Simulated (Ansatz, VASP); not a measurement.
## One calculation of Re, two programs

```xyz
2
Lattice="2.7728 0.0000 0.0000 -1.3864 2.4013 0.0000 0.0000 0.0000 4.4920" Properties=species:S:1:pos:R:3 pbc="T T T"
Re   -0.0416    1.5769    1.0556
Re    1.4280    0.8245    3.4364
```

Change from the starting cell: shortest bond scaled by 0.94, PAW files.

Alike in both runs: task electric field gradients; functional r2SCAN; k mesh 12 × 12 × 7; occupations fermi-dirac, width 0.05 eV; no spin polarisation.

|  | VASP | Ansatz |
| --- | --- | --- |
| version | VASP 6.6.1 | Ansatz 0.2.0 |
| potentials or method | VASP PAW PBE potentials, release 64 (Re) | PAW with Ansatz's default frozen-core files, scalar-relativistic |
| plane-wave cutoff (eV) | 520 | 500 |
| valence electrons in the cell | 14 | 30 |

```csv
,VASP,Ansatz,Ansatz less VASP
pressure (GPa),-3.4,-3.3,+0.04
"traceless stress, the component that is largest in VASP (GPa)",2.60,2.68,+0.084
rms of the force components (eV/Å),0.487,0.510,+0.0235
size of Vzz on the site where it differs most (V/Å²),64.5,59.0,-5.52
```

VASP's potentials were made for PBE, not for r2SCAN. Atom by atom the forces differ by 0.024 eV/Å (rms over components). VASP's potentials hold 14 valence electrons a cell and Ansatz's 30, so a difference there can come from the potentials and not from the codes.

Spin-orbit coupling is off throughout.
